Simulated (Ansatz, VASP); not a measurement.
Bi2Te3 in VASP and in Ansatz

INCAR

```
PREC = Accurate
ENCUT = 520
EDIFF = 1E-6
ISMEAR = 0
SIGMA = 0.01
LREAL = F
LASPH = T
NELM = 80
ALGO = Normal
ISIF = 2
LWAVE = F
LCHARG = T
GGA = PS
LELF = T
LVHAR = T
NBANDS = 32
```

KPOINTS

```
regular mesh
0
Gamma
  8 8 8
```

POSCAR

```
Bi2Te3
1.0
    2.1911778111      1.2650770991     10.0946047193
   -2.1911778111      1.2650770991     10.0946047193
    0.0000000000     -2.5301541982     10.0946047193
Bi Te
2 3
Direct
    0.3998900370      0.3998900370      0.3998900370
    0.6001099630      0.6001099630      0.6001099630
    0.0000000000      0.0000000000      0.0000000000
    0.2099055104      0.2099055104      0.2099055104
    0.7900944896      0.7900944896      0.7900944896
```

Input for Ansatz:

```yaml
crystal:
  lattice:
    - [2.19117781114, 1.2650770991, 10.09460471934]
    - [-2.19117781114, 1.2650770991, 10.09460471934]
    - [0.0, -2.53015419821, 10.09460471934]
  atoms:
    - { symbol: Bi, position: [0.399890036961, 0.399890036961, 0.399890036961] }
    - { symbol: Bi, position: [0.600109963039, 0.600109963039, 0.600109963039] }
    - { symbol: Te, position: [0.0, 0.0, 0.0] }
    - { symbol: Te, position: [0.209905510442, 0.209905510442, 0.209905510442] }
    - { symbol: Te, position: [0.790094489558, 0.790094489558, 0.790094489558] }
kpoints:
  mp_grid: { grid: [8, 8, 8] }
scf:
  occupations: { method: fixed }
hamiltonian:
  xc: pbesol
  pseudopotentials: { kind: all_electron, lapw: { basis_error: 0.001 } }
output:
  forces: true
  stress: true
  eigenvalues: true
  eigenstates:
    nscf_kmesh: { grid: [8, 8, 8] }
    de_dk: true
    e_range: [-9, 10.21306548763]
  optics:
    e_range: [0, 25]
    de: 0.2
    sigma: 0.2
    bands: { spectra_wanted_up_to: 25 }
    nscf_kmesh: { grid: [8, 8, 8] }
checkpoint:
  write: ck
  write_wavefunctions: false
```

Alike in both runs: task single point; functional PBEsol; k mesh 8 × 8 × 8; no spin polarisation.

|  | VASP | Ansatz |
| --- | --- | --- |
| version | VASP 6.6.1 | Ansatz 0.2.0 |
| potentials or method | VASP PAW PBE potentials, release 64 (Bi_d, Te), cutoff 520 eV | all-electron LAPW, scalar-relativistic |
| occupations | gaussian, width 0.01 eV | fixed |

```csv
,VASP,Ansatz,Ansatz less VASP
gap on the k mesh at the Fermi level (eV),0.20,0.21,+0.011
pressure (GPa),0.0,0.0,+0.01
rms of the force components (eV/Å),0.008,0.002,-0.0068
```

VASP's potentials were made for PBE, not for PBEsol. Atom by atom the forces differ by 0.007 eV/Å (rms over components). Ansatz ran all-electron here, and VASP with PAW potentials.

Spin-orbit coupling is off throughout.
